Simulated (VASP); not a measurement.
Crystal: RbBr.

```
CELL_PARAMETERS angstrom
0.03461 3.49543 3.49543
3.49543 0.03461 3.49543
3.49543 3.49543 0.03461
ATOMIC_POSITIONS crystal
Rb 0.00000 0.00000 0.00000
Br 0.50000 0.50000 0.50000
```

This cell differs from its parent crystal: strain along [111] +1.5%.

Base run:

| Item | Value |
| --- | --- |
| Program | VASP 6.6.1 |
| Functional | HSE06 |
| Potentials or basis | VASP PAW PBE potentials, release 64 (Rb_sv, Br) |
| Cutoff | 520 eV |
| k mesh | 4 × 4 × 4 |
| Occupations | gaussian, width 0.01 eV |
| Spin | no spin polarisation |

Its results: band gap on the k mesh 5.39 eV, direct; pressure 0.1 GPa.

Task: The run is repeated on the same cell with these changes: functional from HSE06 to PBE; further incar settings from ALGO = Normal; EDIFF = 1e-06; NBANDS = 15 to ALGO = Normal; EDIFF = 1e-07; NBANDS = 15. What comes out?

Result: Band gap on the k mesh 4.24 eV, direct; pressure 0.4 GPa.

Caveats: the PAW data sets were made with another functional, which shifts forces and pressure a little (some runs).

